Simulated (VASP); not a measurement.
Set up this calculation in VASP 6.6.1, as the native input.

* Task: single point
* Functional: PBE
* Potentials or basis: VASP PAW PBE potentials, release 64 (Mg, B)
* Cutoff: 520 eV
* k mesh: 10 × 10 × 8
* Occupations: fermi-dirac, width 0.05 eV
* Spin: no spin polarisation
* Dipole correction: no
* Further INCAR settings: ALGO = Normal; EDIFF = 1e-07; NBANDS = 11

The structure of MgB2 lies in POSCAR:

```
MgB2
1.0
    3.0642946782      0.0000000000      0.0000000000
   -1.5321473391      2.6537570360      0.0000000000
    0.0000000000      0.0000000000      3.4993549923
Mg B
1 2
Direct
    0.0000000000      0.0000000000      0.0000000000
    0.6666666667      0.3333333333      0.5000000000
    0.3333333333      0.6666666667      0.5000000000
```

This cell differs from its parent crystal: volume scaled by 0.98.

These files were run (other wordings do the same):

INCAR

```
SYSTEM = MgB2
ALGO = Normal ; EDIFF = 1E-7
ENCUT = 520 ; GGA = PE
ISIF = 2 ; ISMEAR = -1
LASPH = .TRUE. ; LCHARG = .TRUE.
LELF = .TRUE. ; LREAL = .FALSE.
LVHAR = .TRUE. ; LWAVE = .FALSE.
NBANDS = 11 ; NELM = 100
PREC = Accurate ; SIGMA = 0.05
```

KPOINTS

```
k-points
0
G
  10 10 8
  0 0 0
```

Potentials or basis: VASP PAW PBE potentials, release 64 (Mg, B).

Command:

```bash
$ cat potpaw_PBE.64/Mg/POTCAR potpaw_PBE.64/B/POTCAR > POTCAR
$ mpirun -np 1 vasp_std > vasp.out
```

Results of the run:

| Quantity | Value |
| --- | --- |
| Pressure | 2.0 GPa |
| Band gap on the k mesh | zero (band 4 reaches 6.54 eV, above the bottom of band 5 at 4.05 eV) |

Run time: 7 s on 1 thread of Intel(R) Xeon(R) 6975P-C (Granite Rapids) (shared host), peak memory 0.15 GiB.
